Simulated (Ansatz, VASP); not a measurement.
**V in VASP and in Ansatz**

```
V
1.0
    -1.49177    1.49177    1.49177
     1.49177   -1.49177    1.49177
     1.49177    1.49177   -1.49177
V
1
Direct
  0.00000 0.00000 0.00000
```

Alike in both runs: task single point; functional r2SCAN; k mesh 24 × 24 × 24; occupations fermi-dirac, width 0.1 eV; no spin polarisation.

|  | VASP | Ansatz |
| --- | --- | --- |
| version | VASP 6.6.1 | Ansatz 0.2.0 |
| potentials or method | VASP PAW PBE potentials, release 64 (V_sv), cutoff 520 eV | plane waves (500 eV) with PAW, scalar-relativistic |
| valence electrons in the cell | 13 | 13 |

```tsv
	VASP	Ansatz	Ansatz less VASP
pressure (GPa)	0.8	0.1	-0.72
```

VASP's potentials were made for PBE, not for r2SCAN.
